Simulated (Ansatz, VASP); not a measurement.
## Ca: VASP beside Ansatz

INCAR

```
  PREC = Accurate
  ENCUT = 520
  EDIFF = 1E-6
  ISMEAR = 0
  SIGMA = 0.15
  LREAL = False
  LASPH = True
  NELM = 80
  ALGO = Fast
  ISIF = 2
  LWAVE = False
  LCHARG = False
  GGA = PS
  NBANDS = 11
```

File KPOINTS:

```
regular mesh
0
Gamma
  16 16 16
```

The input POSCAR:

```
Ca
1.0
   -2.0608000000      2.0608000000      2.3296000000
    2.0608000000     -2.0608000000      2.3296000000
    2.0608000000      2.0608000000     -2.3296000000
Ca
1
Direct
    0.0000000000      0.0000000000      0.0000000000
```

Input for Ansatz:

```yaml
crystal:
  lattice:
    - [-2.0608, 2.0608, 2.3296]
    - [2.0608, -2.0608, 2.3296]
    - [2.0608, 2.0608, -2.3296]
  atoms:
    - { symbol: Ca, position: [0.0, 0.0, 0.0] }
basis:
  ecutwfc: 420
kpoints:
  mp_grid: { grid: [16, 16, 16] }
hamiltonian:
  xc: pbesol
scf:
  occupations: { method: gaussian, width: 0.15 }
output:
  forces: true
  stress: true
  eigenvalues: true
```

Change from the starting cell: strain -0.080 along x and y, +0.040 along z, atoms carried along.

Alike in both runs: task single point; functional PBEsol; k mesh 16 × 16 × 16; occupations gaussian, width 0.15 eV; no spin polarisation.

```csv
,VASP,Ansatz
version,VASP 6.6.1,Ansatz 0.2.0
potentials or method,"VASP PAW PBE potentials, release 64 (Ca_sv), cutoff 520 eV","scalar-relativistic, plane waves, PAW"
valence electrons in the cell,10,10
```

Ansatz gave:

```
gap on the k mesh at the Fermi level (eV)                     : none
pressure (GPa)                                                : 0.4
traceless stress, the component that is largest in VASP (GPa) : 0.19
```

Q: What did VASP give for the same quantities?

A: gap on the k mesh at the Fermi level (eV): none; pressure (GPa): 0.4; traceless stress, the component that is largest in VASP (GPa): 0.18.

VASP's potentials were made for PBE, not for PBEsol. A gap of «none» marks a metal or a gap that the smearing closes. With one functional, cell and mesh, what is left measures potentials, basis and numerics.
